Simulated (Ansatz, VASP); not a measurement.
## Na: VASP beside Ansatz

The input INCAR:

```
SYSTEM = Na
ALGO     = Normal         ! electronic algorithm
EDIFF    = 1E-7           ! SCF threshold, eV
ENCUT    = 520            ! plane-wave cutoff, eV
GGA      = CA             ! functional
ISIF     = 2              ! what is computed and relaxed
ISMEAR   = -1             ! smearing method
LASPH    = .True.         ! aspherical terms in the spheres
LCHARG   = .False.        ! write CHGCAR
LREAL    = .False.        ! projectors in reciprocal space
LWAVE    = .False.        ! write WAVECAR
NBANDS   = 10             ! bands
NELM     = 80             ! most SCF steps
PREC     = Accurate       ! precision mode
SIGMA    = 0.05           ! smearing width, eV
```

Contents of KPOINTS:

```
k-points
0
Gamma
  13 13 13
  0 0 0
```

File POSCAR:

```
Na
1.0
    0.0000000000      2.5126848622      2.5126848622
    2.5126848622      0.0000000000      2.5126848622
    2.5126848622      2.5126848622      0.0000000000
Na
1
Direct
    0.0000000000      0.0000000000      0.0000000000
```

Input for Ansatz:

```yaml
crystal:
  lattice:
    - [0.0, 2.5126848622, 2.5126848622]
    - [2.5126848622, 0.0, 2.5126848622]
    - [2.5126848622, 2.5126848622, 0.0]
  atoms:
    - { symbol: Na, position: [0.0, 0.0, 0.0] }
kpoints:
  mp_grid: { grid: [13, 13, 13] }
scf:
  occupations: { method: fermi_dirac, width: 0.05 }
hamiltonian:
  xc: lda
  pseudopotentials: { kind: all_electron, lapw: { basis_error: 0.001 } }
output:
  forces: true
  stress: true
  eigenvalues: true
  populations: true
```

Change from the starting cell: volume scaled by 0.95, LAPW.

Alike in both runs: task single point; functional LDA; k mesh 13 × 13 × 13; occupations fermi-dirac, width 0.05 eV; no spin polarisation.

```csv
,VASP,Ansatz
version,VASP 6.6.1,Ansatz 0.2.0
potentials or method,"VASP PAW LDA potentials, release 64 (Na_pv), cutoff 520 eV","all-electron LAPW, scalar-relativistic"
```

```csv
,VASP,Ansatz,Ansatz less VASP
pressure (GPa),0.5,0.5,+0.01
```

LDA's correlation is that of Perdew and Zunger in VASP and of Perdew and Wang (1992) in Ansatz. Ansatz ran all-electron here, and VASP with PAW potentials.
